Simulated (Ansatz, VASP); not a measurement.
# One calculation of TiAl, two programs

```
CELL_PARAMETERS angstrom
3.22090 0.00000 0.00000
0.00000 3.22090 0.00000
0.00000 0.00000 3.22090
ATOMIC_POSITIONS crystal
Ti 0.00000 0.00000 0.00000
Al 0.50000 0.50000 0.50000
```

Alike in both runs: task single point; functional PBE0; k mesh 4 × 4 × 4; occupations fermi-dirac, width 0.05 eV; no spin polarisation.

|  | VASP | Ansatz |
| --- | --- | --- |
| version | VASP 6.6.1 | Ansatz 0.2.0 |
| potentials or method | VASP PAW PBE potentials, release 64 (Ti_sv, Al) | Ansatz PAW |
| plane-wave cutoff (eV) | 520 | 420 |
| valence electrons in the cell | 15 | 15 |

Ansatz gave:

```
gap on the k mesh at the Fermi level (eV) : none
pressure (GPa)                            : -5.2
```

Question: Which values does VASP return?

Answer: gap on the k mesh at the Fermi level (eV): none; pressure (GPa): -5.6.

A gap of «none» marks a metal or a gap that the smearing closes.

The k mesh is coarse, so the values compare programs but aren't converged.
